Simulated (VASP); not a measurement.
# Si (R-3m) in VASP: further runs

Runs on Si. Level: PBE. Tasks: electric field gradients.

Program: VASP 6.6.1. These are calculated values, not measurements. Logs are shortened: lines on timing, memory, paths and dates and some standing lists are left out, and cuts for length are marked.

## 1. The cell of the first run

Symmetry: R-3m, No. 166, trigonal system. The conventional cell has a = 3.839 Å, b = 3.839 Å, c = 9.403 Å, α = 90.00°, β = 90.00°, γ = 120.00°. Si (site symmetry 3m) has 4 Si at 1.93 to 2.52 Å within 2.6 Å.

## 2. Electric field gradients, PBE, collinear spin

Input file INCAR:

```
PREC = Accurate
ENCUT = 400
EDIFF = 1E-8
ISMEAR = -1
SIGMA = 0.05
LREAL = False
LASPH = True
NELM = 200
ALGO = Normal
ISIF = 2
LWAVE = False
LCHARG = False
ISPIN = 2
MAGMOM = 0.2 0.2
LORBIT = 11
GGA = PE
LEFG = True
ISYM = -1
NBANDS = 15
GGA_COMPAT = False
KPAR = 1
```

Input file KPOINTS:

```
explicit points
500
Reciprocal
  0.05000000   0.05000000   0.05000000 2
  0.05000000   0.05000000   0.15000000 2
  0.05000000   0.05000000   0.25000000 2
  0.05000000   0.05000000   0.35000000 2
  0.05000000   0.05000000   0.45000000 2
  0.05000000   0.05000000   0.55000000 2
[... 492 lines left out ...]
  0.45000000   0.95000000   0.85000000 2
  0.45000000   0.95000000   0.95000000 2
```

Input file POSCAR:

```
Si
1.0
    0.0000000000      2.7144176166      2.7144176166
    2.7144176166      0.0000000000      2.7144176166
    2.7144176166      2.7144176166      0.0000000000
Si
2
Direct
   -0.1925000000     -0.1025000000     -0.1025000000
    0.1925000000      0.1025000000      0.1025000000
```

Potentials or basis: VASP PAW PBE potentials, release 64 (Si).

Launch:

```console
cat potpaw_PBE.64/Si/POTCAR > POTCAR
mpirun -np 4 vasp_std > vasp.out
```

OUTCAR:

```text
PREC = Accurate
   ENCUT = 400
   EDIFF = 1E-8
   ISMEAR = -1
   LREAL = False
   LASPH = True
   NELM = 200
   ISIF = 2
   ISPIN = 2
   LORBIT = 11
   GGA = PE
   ISYM = -1

 ion  position               nearest neighbor table
   1  0.807  0.898  0.898-   2 1.93   2 2.52   2 2.52   2 2.52
   2  0.193  0.102  0.102-   1 1.93   1 2.52   1 2.52   1 2.52

IMPORTANT INFORMATION: All symmetrisations will be switched off!
NOSYMM: (Re-)initialisation of all symmetry stuff for point group C_1.

----------------------------------------------------------------------------------------

                                     Primitive cell

  volume of cell :      40.0000

  direct lattice vectors                    reciprocal lattice vectors
     0.000000000  2.714417617  2.714417617    -0.184201575  0.184201575  0.184201575
     2.714417617  0.000000000  2.714417617     0.184201575 -0.184201575  0.184201575
     2.714417617  2.714417617  0.000000000     0.184201575  0.184201575 -0.184201575

  length of vectors
     3.838766207  3.838766207  3.838766207     0.319046487  0.319046487  0.319046487

  position of ions in fractional coordinates (direct lattice)
     0.807500000  0.897500000  0.897500000
     0.192500000  0.102500000  0.102500000

  ion indices of the primitive-cell ions
   primitive index   ion index
                 1           1
                 2           2

----------------------------------------------------------------------------------------

 KPOINTS: explicit points

Read explicit list of k-points.

 Found    500 k-points:

 Following reciprocal coordinates:
            Coordinates               Weight
  0.050000  0.050000  0.050000      0.002000
  0.050000  0.050000  0.150000      0.002000
  0.050000  0.050000  0.250000      0.002000
  0.050000  0.050000  0.350000      0.002000
  0.050000  0.050000  0.450000      0.002000
  0.050000  0.050000  0.550000      0.002000
[... 16 lines left out ...]
  0.050000  0.250000  0.250000      0.002000
  0.050000  0.250000  0.350000      0.002000
 [... further k-points ...]
   k-points           NKPTS =    500   k-points in BZ     NKDIM =    500   number of bands    NBANDS=     16
   number of dos      NEDOS =    301   number of ions     NIONS =      2
   total plane-waves  NPLWV =  21952
   dimension x,y,z NGX =    28 NGY =   28 NGZ =   28
   dimension x,y,z NGXF=    56 NGYF=   56 NGZF=   56
   ions per type =               2
   NGX,Y,Z   is equivalent  to a cutoff of  12.13, 12.13, 12.13 a.u.
   NGXF,Y,Z  is equivalent  to a cutoff of  24.25, 24.25, 24.25 a.u.
 SYSTEM =  unknown system
   PREC   = accura    normal or accurate (medium, high low for compatibility)
   ISTART =      0    job   : 0-new  1-cont  2-samecut
   ICHARG =      2    charge: 1-file 2-atom 10-const
   ISPIN  =      2    spin polarized calculation?
   LNONCOLLINEAR =      F non collinear calculations
   LSORBIT =      F    spin-orbit coupling
   LASPH  =      T    aspherical Exc in radial PAW
   ENCUT  =  400.0 eV  29.40 Ry    5.42 a.u.   6.26  6.26  6.26*2*pi/ulx,y,z
   NELM   =    200;   NELMIN=  2; NELMDL= -5     # of ELM steps
   EDIFF  = 0.1E-07   stopping-criterion for ELM
   LREAL  =      F    real-space projection
   EDIFFG = 0.1E-06   stopping-criterion for IOM
   NSW    =      0    number of steps for IOM
   IBRION =     -1    ionic relax: 0-MD 1-quasi-New 2-CG
   NFREE  =      0    steps in history (QN), initial steepest desc. (CG)
   ISIF   =      2    stress and relaxation
   ISYM   =     -1    0-nonsym 1-usesym 2-fastsym
   POTIM  = 0.5000    time-step for ionic-motion
   TEBEG  =    0.0;   TEEND  =   0.0 temperature during run
   PSTRESS=    0.0 pullay stress
   NELECT =       8.0000    total number of electrons
   NUPDOWN=      -1.0000    fix difference up-down
   EMIN   =  10.00;   EMAX   =-10.00  energy-range for DOS
   EFERMI =   0.00;   METHOD = LEGACY
   ISMEAR =    -1;   SIGMA  =   0.05  broadening in eV -4-tet -1-fermi 0-gaus
   EFERMI_NEDOS =   21; number of points for ismear=-14 and -15
   IALGO  =     38    algorithm
   IMIX   =      4    mixing-type and parameters
     AMIX     =   0.40;   BMIX     =  1.00
     AMIX_MAG =   1.60;   BMIX_MAG =  1.00
  volume/ion in A,a.u.               =      20.00       134.97
  Fermi-wavevector in a.u.,A,eV,Ry     =   0.957381  1.809188 12.470807  0.916578
  Thomas-Fermi vector in A             =   2.086394
   LORBIT       =     11    0 simple, 1 ext, 2 COOP (PROOUT), +10 PAW based schemes
   GGA     = PE    functional components
   LHFCALC =     F    Hartree Fock is set to
   AEXX    =    0.0000 exact exchange contribution
   IVDW    =     0    specifies the selected vdW correction
   LEPSILON=     F    determine dielectric tensor
   LRPA    =     F    only Hartree local field effects (RPA)
 spin polarized calculation
  energy-cutoff  :      400.00
  volume of cell :       40.00
 maximum number of plane-waves:       745
 NGX is ok and might be reduce to    28
   NGX = 13   NGY = 13   NGZ = 13

 number of electron       8.0000000 magnetization      -0.0000181

 number of electron       8.0000000 magnetization       0.0000002

 Free energy of the ion-electron system (eV)
  ---------------------------------------------------
  ext. energy  EPLUGINS =         0.00000000
  ---------------------------------------------------
  free energy    TOTEN  =        -9.06733615 eV

  energy without entropy =       -9.06419384  energy(sigma->0) =       -9.06576500

 E-fermi :   5.9866     XC(G=0):  -9.4411

 val. band max:        5.9783031149   @ k =   0.0500   0.9500   0.9500
 cond. band min:       6.0312233935   @ k =   0.2500   0.2500   0.2500
 fundamental gap:      0.0529202785
 Fermi energy:         5.9866144418

 spin component 1

 k-point     1 :       0.0500    0.0500    0.0500
  band No.  band energies     occupation
      1      -6.3557      1.00000
      2       3.8077      1.00000
      3       6.3639      0.00053
      4       6.8289      0.00000
      5       7.3656      0.00000
      6       7.5061      0.00000
[... 8 lines left out ...]
     15      21.1213      0.00000
     16      27.1769      0.00000

 k-point     2 :       0.0500    0.0500    0.1500
  band No.  band energies     occupation
      1      -6.1974      1.00000
      2       3.5606      1.00000
      3       5.1839      1.00000
      4       6.0882      0.11591
      5       7.5319      0.00000
      6       7.9786      0.00000
[... 8 lines left out ...]
     15      22.0664      0.00000
     16      26.0355      0.00000

 k-point     3 :       0.0500    0.0500    0.2500
  band No.  band energies     occupation
      1      -5.8108      1.00000
      2       2.4873      1.00000
      3       4.1468      1.00000
      4       5.7071      0.99628
      5       7.4339      0.00000
      6       8.0621      0.00000
[... 8 lines left out ...]
     15      23.5426      0.00000
     16      23.9453      0.00000
[... 362 lines left out ...]
 k-point    23 :       0.0500    0.2500    0.2500
  band No.  band energies     occupation
      1      -5.5517      1.00000
      2       2.3094      1.00000
      3       3.8376      1.00000
      4       4.4453      1.00000
      5       6.7445      0.00000
      6       9.4099      0.00000
[... 8 lines left out ...]
     15      23.4571      0.00000
     16      23.9984      0.00000

 k-point    24 :       0.0500    0.2500    0.3500
  band No.  band energies     occupation
      1      -5.0977      1.00000
      2       1.4221      1.00000
      3       3.3605      1.00000
      4       3.9018      1.00000
      5       6.6624      0.00000
      6       9.1459      0.00000
[... 8 lines left out ...]
     15      22.0732      0.00000
     16      22.7963      0.00000

 [... further k-points ...]

 spin component 2

 k-point     1 :       0.0500    0.0500    0.0500
  band No.  band energies     occupation
      1      -6.3557      1.00000
      2       3.8077      1.00000
      3       6.3639      0.00053
      4       6.8289      0.00000
      5       7.3656      0.00000
      6       7.5061      0.00000
[... 8 lines left out ...]
     15      21.1213      0.00000
     16      27.1769      0.00000

 k-point     2 :       0.0500    0.0500    0.1500
  band No.  band energies     occupation
      1      -6.1974      1.00000
      2       3.5606      1.00000
      3       5.1839      1.00000
      4       6.0882      0.11591
      5       7.5319      0.00000
      6       7.9786      0.00000
[... 8 lines left out ...]
     15      22.0664      0.00000
     16      26.0355      0.00000

 k-point     3 :       0.0500    0.0500    0.2500
  band No.  band energies     occupation
      1      -5.8108      1.00000
      2       2.4873      1.00000
      3       4.1468      1.00000
      4       5.7071      0.99628
      5       7.4339      0.00000
      6       8.0621      0.00000
[... 8 lines left out ...]
     15      23.5426      0.00000
     16      23.9453      0.00000
[... 362 lines left out ...]
 k-point    23 :       0.0500    0.2500    0.2500
  band No.  band energies     occupation
      1      -5.5517      1.00000
      2       2.3094      1.00000
      3       3.8376      1.00000
      4       4.4453      1.00000
      5       6.7445      0.00000
      6       9.4099      0.00000
[... 8 lines left out ...]
     15      23.4571      0.00000
     16      23.9984      0.00000

 k-point    24 :       0.0500    0.2500    0.3500
  band No.  band energies     occupation
      1      -5.0977      1.00000
      2       1.4221      1.00000
      3       3.3605      1.00000
      4       3.9018      1.00000
      5       6.6624      0.00000
      6       9.1459      0.00000
[... 8 lines left out ...]
     15      22.0732      0.00000
     16      22.7963      0.00000

 [... further k-points ...]

------------------------ aborting loop because EDIFF is reached ----------------------------------------

  FORCE on cell =-STRESS in cart. coord.  units (eV):
  Direction    XX          YY          ZZ          XY          YZ          ZX
  --------------------------------------------------------------------------------------
  -------------------------------------------------------------------------------------
  Total        3.2500280      3.2766129      3.2766129     -4.7770195      4.7643237     -4.7770195
  in kB      130.1780315    131.2428739    131.2428739   -191.3408098    190.8322839   -191.3408095
  external PRESSURE =     130.8879264 kB  Pullay stress =       0.0000000 kB

 VOLUME and BASIS-vectors are now :
 -----------------------------------------------------------------------------
  energy-cutoff  :      400.00
  volume of cell :       40.00
      direct lattice vectors                 reciprocal lattice vectors
     0.000000000  2.714417617  2.714417617    -0.184201575  0.184201575  0.184201575
     2.714417617  0.000000000  2.714417617     0.184201575 -0.184201575  0.184201575
     2.714417617  2.714417617  0.000000000     0.184201575  0.184201575 -0.184201575

 POSITION                                       TOTAL-FORCE (eV/Angst)
 -----------------------------------------------------------------------------------
      4.87238      4.62808      4.62808        -5.763449      5.754676      5.754676
      0.55646      0.80075      0.80075         5.763449     -5.754676     -5.754676
 -----------------------------------------------------------------------------------
    total drift:                               -0.000000     -0.000000     -0.000000

  FREE ENERGIE OF THE ION-ELECTRON SYSTEM (eV)
  ---------------------------------------------------
  free  energy   TOTEN  =        -9.0673361508 eV

  energy  without entropy=       -9.0641938440  energy(sigma->0) =       -9.06576500

 Electric field gradients (V/A^2)
---------------------------------------------------------------------
 ion       V_xx      V_yy      V_zz      V_xy      V_xz      V_yz
---------------------------------------------------------------------
   1       0.320    -0.160    -0.160    30.080    30.080   -29.797
   2       0.320    -0.160    -0.160    30.080    30.080   -29.797
---------------------------------------------------------------------

 Electric field gradients after diagonalization (V/A^2)
 (convention: |V_zz| > |V_xx| > |V_yy|)
----------------------------------------------------------------------
 ion       V_xx      V_yy      V_zz     asymmetry (V_yy - V_xx)/ V_zz
----------------------------------------------------------------------
   1      30.334    29.637   -59.971       0.012
   2      30.334    29.637   -59.971       0.012
----------------------------------------------------------------------

           NMR quadrupolar parameters

 Cq : quadrupolar parameter    Cq=e*Q*V_zz/h
 eta: asymmetry parameters     (V_yy - V_xx)/ V_zz
 Q  : nuclear electric quadrupole moment in mb (millibarn)
----------------------------------------------------------------------
 ion       Cq(MHz)       eta       Q (mb)
----------------------------------------------------------------------
   1      -0.145       0.012       1.000
   2      -0.145       0.012       1.000
----------------------------------------------------------------------

 total charge

# of ion       s       p       d       tot
------------------------------------------
    1        0.783   0.975   0.000   1.758
    2        0.783   0.975   0.000   1.758
--------------------------------------------------
tot          1.565   1.951   0.000   3.516

 magnetization (x)

# of ion       s       p       d       tot
------------------------------------------
    1        0.000  -0.000   0.000  -0.000
    2        0.000  -0.000   0.000  -0.000
--------------------------------------------------
tot          0.000  -0.000   0.000  -0.000
```

Run time: 5.9 min. Hardware: 4 MPI ranks of Intel Xeon Platinum 8259CL at 2.50GHz (Skylake/Cascade Lake), shared host; peak memory 0.2 GiB.

Results:

```yaml
Free_energy: -9.0673 eV
Pressure: 13.1 GPa
Largest_force: 9.972 eV/Å
Band_gap_on_the_k_mesh: zero (filled and empty bands overlap)
Net_moment: 0.00 μB per cell
Largest_electric_field_gradient_by_atom: Si -60.0 V/Å²
Valence_electrons_inside_the_program's_atomic_spheres: Si 1.76
```

Forces in eV/Å, atoms in the order of the input:
```
Si  -5.763  5.755  5.755
Si   5.763 -5.755 -5.755
```

Stress tensor (GPa, compression positive):
```
 13.02 -19.13 -19.13
-19.13  13.12  19.08
-19.13  19.08  13.12
```

Levels at points of the mesh, in eV from the Fermi level:
Spin up:
```
           k point  band 2  band 3  band 4  band 5  band 6  band 7
(0.05, 0.05, 0.05)   -2.18    0.38    0.84    1.38    1.52    3.15
```
Spin down:
| k point | band 2 | band 3 | band 4 | band 5 | band 6 | band 7 |
| --- | --- | --- | --- | --- | --- | --- |
| (0.05, 0.05, 0.05) | -2.18 | 0.38 | 0.84 | 1.38 | 1.52 | 3.15 |

Electric field gradients, principal values (V/Å²):
```
atom   least  middle  greatest (by size)
1 Si  29.637  30.334             -59.971
2 Si  29.637  30.334             -59.971
```

Caveat: the cell stands under pressure; without QUAD_EFG the Cq values of the log hold for a quadrupole moment of 1 mb, not for the nuclei; forces of over 1 eV/Å act on the atoms, so gaps and moduli don't describe the material at rest.

[end of part 1 of 2]

The gap in the log of VASP goes by the Fermi energy; the results here count the filled bands.